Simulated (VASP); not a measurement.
# NiO2 (R-3m) in VASP: a series of runs

Runs on NiO2. Level: LDA. Tasks: single point, relaxation of cell and atoms.

Program: VASP 6.6.1. These are calculated values, not measurements. Logs are shortened: lines on timing, memory, paths and dates and some standing lists are left out, and cuts for length are marked.

**1. The cell of the first run**

Symmetry: R-3m, No. 166, trigonal system. The conventional cell has a = 2.758 Å, b = 2.758 Å, c = 14.147 Å, α = 90.00°, β = 90.00°, γ = 120.00°. Within 2.4 Å of Ni (site symmetry -3m) lie 6 O at 1.84 Å. Within 2.4 Å of O (site symmetry 3m) lie 3 Ni at 1.84 Å.

**2. Single point, LDA**

Contents of INCAR:

```
SYSTEM = NiO2
  ALGO = Normal
  EDIFF = 1E-6
  ENCUT = 520
  GGA = CA
  ISIF = 2
  ISMEAR = 0
  LASPH = .True.
  LCHARG = .False.
  LREAL = .False.
  LWAVE = .False.
  NBANDS = 18
  NELM = 100
  PREC = Accurate
  SIGMA = 0.02
```

Contents of KPOINTS:

```
k-points
0
Gamma
  12 12 12
  0 0 0
```

Contents of POSCAR:

```
NiO2
1.0
    1.3788343964      0.7960704099      4.7157131405
   -1.3788343964      0.7960704099      4.7157131405
    0.0000000000     -1.5921408199      4.7157131405
Ni O
1 2
Direct
    0.0000000000      0.0000000000      0.0000000000
    0.6015090637      0.6015090637      0.6015090637
    0.3984909363      0.3984909363      0.3984909363
```

Potentials or basis: VASP PAW LDA potentials, release 64 (Ni, O).

Started as:

```console
cat potpaw_LDA.64/Ni/POTCAR potpaw_LDA.64/O/POTCAR > POTCAR
mpirun -np 1 vasp_std > vasp.out
```

OUTCAR:

```text
SYSTEM = NiO2
   EDIFF = 1E-6
   ENCUT = 520
   GGA = CA
   ISIF = 2
   ISMEAR = 0
   LASPH = .True.
   LREAL = .False.
   NELM = 100
   PREC = Accurate

 ion  position               nearest neighbor table
   1  0.000  0.000  0.000-   2 1.84   3 1.84   2 1.84   2 1.84   3 1.84   3 1.84
   2  0.602  0.602  0.602-   1 1.84   1 1.84   1 1.84
   3  0.398  0.398  0.398-   1 1.84   1 1.84   1 1.84

  LATTYP: Found a trigonal (rhomboedric) cell.
 ALAT       =     4.9772344544
 COS(alpha) =     0.8465107318

  Lattice vectors:

 A1 = (   1.3788343964,   0.7960704099,   4.7157131405)
 A2 = (  -1.3788343964,   0.7960704099,   4.7157131405)
 A3 = (   0.0000000000,  -1.5921408199,   4.7157131405)

Analysis of symmetry for initial positions (statically):
=====================================================================
 Subroutine PRICEL returns:
 Original cell was already a primitive cell.

 Routine SETGRP: Setting up the symmetry group for a
 trigonal (rhombohedral) supercell.

 Subroutine GETGRP returns: Found 12 space group operations
 (whereof 12 operations were pure point group operations)
 out of a pool of 12 trial point group operations.

The static configuration has the point symmetry D_3d.

Analysis of symmetry for dynamics (positions and initial velocities):
=====================================================================
 Subroutine PRICEL returns:
 Original cell was already a primitive cell.

 Routine SETGRP: Setting up the symmetry group for a
 trigonal (rhombohedral) supercell.

 Subroutine GETGRP returns: Found 12 space group operations
 (whereof 12 operations were pure point group operations)
 out of a pool of 12 trial point group operations.

The dynamic configuration has the point symmetry D_3d.

 Subroutine INISYM returns: Found 12 space group operations
 (whereof 12 operations are pure point group operations),
 and found     1 'primitive' translations

----------------------------------------------------------------------------------------

                                     Primitive cell

  volume of cell :      31.0572

  direct lattice vectors                    reciprocal lattice vectors
     1.378834396  0.796070410  4.715713141     0.362625128  0.209361715  0.070685668
    -1.378834396  0.796070410  4.715713141    -0.362625128  0.209361715  0.070685668
     0.000000000 -1.592140820  4.715713141     0.000000000 -0.418723431  0.070685668

  length of vectors
     4.977234454  4.977234454  4.977234454     0.424647825  0.424647825  0.424647825
[... 84 lines left out ...]
   LREAL  =      F    real-space projection
   EDIFFG = 0.1E-04   stopping-criterion for IOM
   NSW    =      0    number of steps for IOM
   IBRION =     -1    ionic relax: 0-MD 1-quasi-New 2-CG
   NFREE  =      0    steps in history (QN), initial steepest desc. (CG)
   ISIF   =      2    stress and relaxation
   ISYM   =      2    0-nonsym 1-usesym 2-fastsym
   POTIM  = 0.5000    time-step for ionic-motion
   TEBEG  =    0.0;   TEEND  =   0.0 temperature during run
   PSTRESS=    0.0 pullay stress
   NELECT =      22.0000    total number of electrons
   NUPDOWN=      -1.0000    fix difference up-down
   EMIN   =  10.00;   EMAX   =-10.00  energy-range for DOS
   EFERMI =   0.00;   METHOD = LEGACY
   ISMEAR =     0;   SIGMA  =   0.02  broadening in eV -4-tet -1-fermi 0-gaus
   EFERMI_NEDOS =   21; number of points for ismear=-14 and -15
   IALGO  =     38    algorithm
   IMIX   =      4    mixing-type and parameters
     AMIX     =   0.40;   BMIX     =  1.00
     AMIX_MAG =   1.60;   BMIX_MAG =  1.00
  volume/ion in A,a.u.               =      10.35        69.86
  Fermi-wavevector in a.u.,A,eV,Ry     =   1.459357  2.757786 28.976653  2.129724
  Thomas-Fermi vector in A             =   2.575934
   LORBIT       =      0    0 simple, 1 ext, 2 COOP (PROOUT), +10 PAW based schemes
   GGA     = CA    functional components
   LHFCALC =     F    Hartree Fock is set to
   AEXX    =    0.0000 exact exchange contribution
   IVDW    =     0    specifies the selected vdW correction
   LEPSILON=     F    determine dielectric tensor
   LRPA    =     F    only Hartree local field effects (RPA)
 non-spin polarized calculation
 Gauss-broadening in eV      SIGMA  =   0.02
  energy-cutoff  :      520.00
  volume of cell :       31.06
 maximum number of plane-waves:       846
 NGX is ok and might be reduce to    40
   NGX = 19   NGY = 19   NGZ = 19

 number of electron      21.9999995 magnetization

 Free energy of the ion-electron system (eV)
  ---------------------------------------------------
  ext. energy  EPLUGINS =         0.00000000
  ---------------------------------------------------
  free energy    TOTEN  =       -20.12379331 eV

  energy without entropy =      -20.12379331  energy(sigma->0) =      -20.12379331

 E-fermi :   2.7249     XC(G=0): -11.3313

 val. band max:        2.6373907932   @ k =  -0.4167   0.5000   0.4167
 cond. band min:       3.5241826151   @ k =   0.4167   0.4167   0.1667
 fundamental gap:      0.8867918219
 Fermi energy:         2.7248645577

 k-point     1 :       0.0000    0.0000    0.0000
  band No.  band energies     occupation
      1     -17.2541      2.00000
      2     -14.4514      2.00000
      3      -3.5106      2.00000
      4      -3.3802      2.00000
      5      -3.3802      2.00000
      6       0.2869      2.00000
[... 481 lines left out ...]
      5      -1.7452      2.00000
      6      -1.6773      2.00000
[... 10 lines left out ...]
     17      19.3156      0.00000
     18      19.7237      0.00000

 [... further k-points ...]

------------------------ aborting loop because EDIFF is reached ----------------------------------------

  FORCE on cell =-STRESS in cart. coord.  units (eV):
  Direction    XX          YY          ZZ          XY          YZ          ZX
  --------------------------------------------------------------------------------------
  -------------------------------------------------------------------------------------
  Total        0.2361728      0.2361728      0.0879182      0.0000000     -0.0000000      0.0000000
  in kB       12.1836710     12.1836710      4.5355183      0.0000000     -0.0000000      0.0000000
  external PRESSURE =       9.6342868 kB  Pullay stress =       0.0000000 kB

 VOLUME and BASIS-vectors are now :
 -----------------------------------------------------------------------------
  energy-cutoff  :      520.00
  volume of cell :       31.06
      direct lattice vectors                 reciprocal lattice vectors
     1.378834396  0.796070410  4.715713141     0.362625128  0.209361715  0.070685668
    -1.378834396  0.796070410  4.715713141    -0.362625128  0.209361715  0.070685668
     0.000000000 -1.592140820  4.715713141     0.000000000 -0.418723431  0.070685668

 POSITION                                       TOTAL-FORCE (eV/Angst)
 -----------------------------------------------------------------------------------
      0.00000      0.00000      0.00000         0.000000      0.000000     -0.000000
      0.00000     -0.00000      8.50963        -0.000000      0.000000     -0.093139
      0.00000     -0.00000      5.63751        -0.000000     -0.000000      0.093139
 -----------------------------------------------------------------------------------
    total drift:                               -0.000000     -0.000000     -0.000000

  FREE ENERGIE OF THE ION-ELECTRON SYSTEM (eV)
  ---------------------------------------------------
  free  energy   TOTEN  =       -20.1237933070 eV

  energy  without entropy=      -20.1237933070  energy(sigma->0) =      -20.12379331
```

Wall time 3 min (1 thread of Intel Xeon Platinum 8488C (Sapphire Rapids), shared host); peak memory 0.26 GiB.

Results:

```yaml
Free_energy: -20.1238 eV
Pressure: 1.0 GPa
Largest_force: 0.093 eV/Å
Band_gap_on_the_k_mesh: 0.89 eV, indirect (least direct gap 1.14 eV)
```

Forces on the atoms (eV/Å):
```
Ni   0.000  0.000  0.000
O    0.000  0.000 -0.093
O    0.000  0.000  0.093
```

Stress tensor (GPa, compression positive):
```
1.22 0.00 0.00
0.00 1.22 0.00
0.00 0.00 0.45
```

Levels at points of the mesh, in eV from the valence-band top:
```tsv
k point	band 7	band 8	band 9	band 10	band 11	band 12	band 13	band 14	band 15	band 16
(0.00, 0.00, 0.00)	-2.35	-1.26	-1.26	-0.98	-0.45	2.29	2.29	7.62	11.33	14.34
(0.50, 0.00, 0.00)	-2.99	-2.26	-1.93	-1.81	-1.12	1.76	2.11	11.89	12.37	14.24
(0.50, 0.50, 0.00)	-3.05	-1.93	-1.85	-1.73	-1.18	1.41	2.18	12.22	12.97	13.74
(0.50, 0.50, 0.50)	-2.35	-2.25	-1.21	-1.21	-0.05	2.25	2.25	9.45	10.13	13.20
```

A k mesh can miss the band edges. Spin polarisation is off, so any magnetic state and its effect on volume and gap are missing.

**3. Relaxation of cell and atoms, LDA**

This run uses another cell than the first one, of 10.98 Å³/atom, 1.061 times its volume.

Contents of INCAR:

```
PREC     = Accurate       # precision mode
ENCUT    = 600            # plane-wave cutoff, eV
EDIFF    = 1E-6           # SCF threshold, eV
ISMEAR   = 0              # smearing method
SIGMA    = 0.02           # smearing width, eV
LREAL    = F              # projectors in reciprocal space
LASPH    = T              # aspherical terms in the spheres
NELM     = 100            # most SCF steps
ALGO     = Normal         # electronic algorithm
ISIF     = 3              # what is computed and relaxed
LWAVE    = F              # write WAVECAR
LCHARG   = F              # write CHGCAR
GGA      = CA             # functional
IBRION   = 2              # ionic algorithm
NSW      = 70             # ionic steps
EDIFFG   = -0.005         # ionic threshold
```

Contents of KPOINTS:

```
regular mesh
0
Gamma
  12 12 12
```

Contents of POSCAR:

```
NiO2
1.0
    1.4053036779      0.8113524567      4.8145016877
   -1.4053036779      0.8113524567      4.8145016877
    0.0000000000     -1.6227049135      4.8145016877
Ni O
1 2
Direct
    0.0000000000      0.0000000000      0.0000000000
    0.6012961353      0.6012961353      0.6012961353
    0.3987038647      0.3987038647      0.3987038647
```

Potentials or basis: VASP PAW LDA potentials, release 64 (Ni, O).

Started as:

```console
cat potpaw_LDA.64/Ni/POTCAR potpaw_LDA.64/O/POTCAR > POTCAR
mpirun -np 1 vasp_std > vasp.out
```

It took 39 min on 1 thread of Intel Xeon Platinum 8488C (Sapphire Rapids), shared host; peak memory 0.33 GiB.

Results (log left out):

```yaml
Free_energy: -20.1354 eV
Relaxed_volume: 10.19 Å³/atom
Relaxed_cell: a = 4.896 Å, b = 4.896 Å, c = 4.896 Å, α = 32.77°, β = 32.77°, γ = 32.77°
Space_group_after_relaxing_to_0.05_Å: R-3m (No. 166)
Energy_gained_by_relaxing: 22.2 meV/atom
Ionic_steps: 22
Pressure_after_relaxing: 0.0 GPa
Band_gap_on_the_k_mesh: 0.83 eV, indirect (least direct gap 1.08 eV)
```

The path:
| step | energy change (eV) | largest force (eV/Å) | pressure (GPa) | volume (Å³) |
| --- | --- | --- | --- | --- |
| 1 | 0.0000 | 0.7893 | -10.67 | 32.94 |
| 2 | 0.0917 | 1.6579 | 20.39 | 29.57 |
| 3 | -0.0633 | 0.0599 | -0.46 | 31.55 |
| 4 | -0.0633 | 0.0788 | -0.25 | 31.52 |
| 5 | -0.0639 | 0.0492 | -0.14 | 31.44 |
| 6 | -0.0641 | 0.0200 | -0.07 | 31.36 |
| 7 | -0.0641 | 0.0085 | -0.09 | 31.33 |
| 8 | -0.0646 | 0.0054 | -0.02 | 31.25 |
| 9 | -0.0656 | 0.0005 | -0.16 | 31.02 |
| 10 | -0.0664 | 0.0097 | -0.17 | 30.55 |
| 11 | -0.0664 | 0.0069 | -0.27 | 30.62 |
| 12 | -0.0664 | 0.0091 | -0.15 | 30.58 |
| 13 | -0.0664 | 0.0091 | -0.18 | 30.60 |
| 14 | -0.0658 | 0.0867 | 1.32 | 30.39 |
| 15 | -0.0665 | 0.0079 | -0.07 | 30.57 |
| 16 | -0.0665 | 0.0118 | 0.03 | 30.55 |
| 17 | -0.0665 | 0.0111 | 0.05 | 30.56 |
| 18 | -0.0665 | 0.0094 | 0.02 | 30.56 |
| 19 | -0.0665 | 0.0064 | -0.28 | 30.56 |
| 20 | -0.0665 | 0.0090 | 0.09 | 30.56 |
| 21 | -0.0663 | 0.0432 | -0.57 | 30.62 |
| 22 | -0.0665 | 0.0004 | -0.02 | 30.57 |

Final structure:
```yaml
crystal:
  lattice:
    - [1.38081, 0.79721, 4.62858]
    - [-1.38081, 0.79721, 4.62858]
    - [0.00000, -1.59443, 4.62858]
  atoms:
    - { symbol: Ni, position: [0.00000, 0.00000, 0.00000] }
    - { symbol: O, position: [0.60017, 0.60017, 0.60017] }
    - { symbol: O, position: [0.39983, 0.39983, 0.39983] }
```

Levels at points of the mesh, in eV from the valence-band top:
```csv
k point,band 9,band 10,band 11,band 12,band 13,band 14
"(0.00, 0.00, 0.00)",-1.30,-0.91,-0.50,2.25,2.25,7.64
"(0.50, 0.00, 0.00)",-1.94,-1.83,-1.14,1.74,2.06,11.84
"(0.50, 0.50, 0.00)",-1.87,-1.70,-1.22,1.34,2.14,12.23
"(0.50, 0.50, 0.50)",-1.23,-1.23,-0.05,2.19,2.19,9.49
```

A k mesh can miss the band edges. Spin polarisation is off, so any magnetic state and its effect on volume and gap are missing.
